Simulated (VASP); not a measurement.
Wanted: the native input for a VASP 6.6.1 run.

```
Task                   : single point
Functional             : PBE
Potentials or basis    : VASP PAW PBE potentials, release 64 (Ga_d, P)
Cutoff                 : 520 eV
k mesh                 : 8 × 8 × 8
Occupations            : gaussian, width 0.01 eV
Spin                   : no spin polarisation
Dipole correction      : no
Further INCAR settings : ALGO = Normal; EDIFF = 1e-07; NBANDS = 16
```

The structure of GaP lies in POSCAR:

```
GaP
1.0
    0.0000000000      2.7530369381      2.7530369381
    2.7530369381      0.0000000000      2.7530369381
    2.7530369381      2.7530369381      0.0000000000
Ga P
1 1
Direct
    0.0000000000      0.0000000000      0.0000000000
    0.7500000000      0.7500000000      0.7500000000
```

One way to write it, as run:

INCAR

```
SYSTEM = GaP
PREC = Accurate ; ENCUT = 520
EDIFF = 1E-7 ; ISMEAR = 0
SIGMA = 0.01 ; LREAL = .False.
LASPH = .True. ; NELM = 80
ALGO = Normal ; ISIF = 2
LWAVE = .False. ; LCHARG = .False.
GGA = PE ; NBANDS = 16
```

KPOINTS

```
regular mesh
0
Gamma
  8 8 8
  0 0 0
```

Potentials or basis: VASP PAW PBE potentials, release 64 (Ga_d, P).

Launch:

```console
$ cat potpaw_PBE.64/Ga_d/POTCAR potpaw_PBE.64/P/POTCAR > POTCAR
$ mpirun -np 1 vasp_std > vasp.out
```

Results of the run:

```json
{"Pressure": "0.0 GPa", "Band gap on the k mesh": "1.58 eV, direct"}
```

It took 18 s on 1 thread of Intel(R) Xeon(R) Platinum 8375C CPU @ 2.90GHz (Ice Lake), with other jobs on the host, peak memory 0.17 GiB.
